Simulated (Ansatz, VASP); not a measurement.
Two plane-wave programs on AlIn

The input INCAR:

```
PREC = Accurate ; ENCUT = 600
EDIFF = 1E-6 ; ISMEAR = 0
SIGMA = 0.1 ; LREAL = False
LASPH = True ; NELM = 60
ALGO = Fast ; ISIF = 3
LWAVE = False ; LCHARG = False
GGA = PE ; IBRION = 2
NSW = 100 ; EDIFFG = -0.01
```

File KPOINTS:

```
regular mesh
0
Gamma
  24 24 10
```

File POSCAR:

```
AlIn
1.0
    3.0951446700      0.0000000000      0.0000000000
   -1.5475723350      2.6804739127      0.0000000000
    0.0000000000      0.0000000000      5.6747838366
Al In
1 1
Direct
    0.0000000000      0.0000000000      0.0000000000
    0.0000000000      0.0000000000      0.5000000000
```

Input for Ansatz:

```yaml
crystal:
  lattice:
    - [3.09514467, 0.0, 0.0]
    - [-1.547572335, 2.6804739127, 0.0]
    - [0.0, 0.0, 5.6747838366]
  atoms:
    - { symbol: Al, position: [0.0, 0.0, 0.0] }
    - { symbol: In, position: [0.0, 0.0, 0.5] }
basis:
  ecutwfc: 420
kpoints:
  mp_grid: { grid: [24, 24, 10] }
hamiltonian:
  xc: pbe
scf:
  occupations: { method: gaussian, width: 0.1 }
output:
  forces: true
  stress: true
  eigenvalues: true
relax:
  adjacent_minimum: "off"
  f_tol: 0.01
  max_steps: 80
  cell: { stress_tol: 0.05 }
```

Alike in both runs: task relaxation of cell and atoms; functional PBE; k mesh 24 × 24 × 10; occupations gaussian, width 0.1 eV; no spin polarisation.

|  | VASP | Ansatz |
| --- | --- | --- |
| version | VASP 6.6.1 | Ansatz 0.2.0 |
| potentials or method | VASP PAW PBE potentials, release 64 (Al, In_d), cutoff 600 eV | scalar-relativistic, plane waves, PAW |
| valence electrons in the cell | 16 | 16 |

|  | VASP | Ansatz | Ansatz less VASP |
| --- | --- | --- | --- |
| gap on the k mesh at the Fermi level, each at its own relaxed structure (eV) | none | none | - |
| relaxed volume (Å³/atom) | 23.54 | 23.54 | -0.005 |
| relaxed length of the cell vector where the two differ most in proportion (Å) | 5.829 | 5.828 | -0.0009 |

A gap of «none» marks a metal or a gap that the smearing closes.
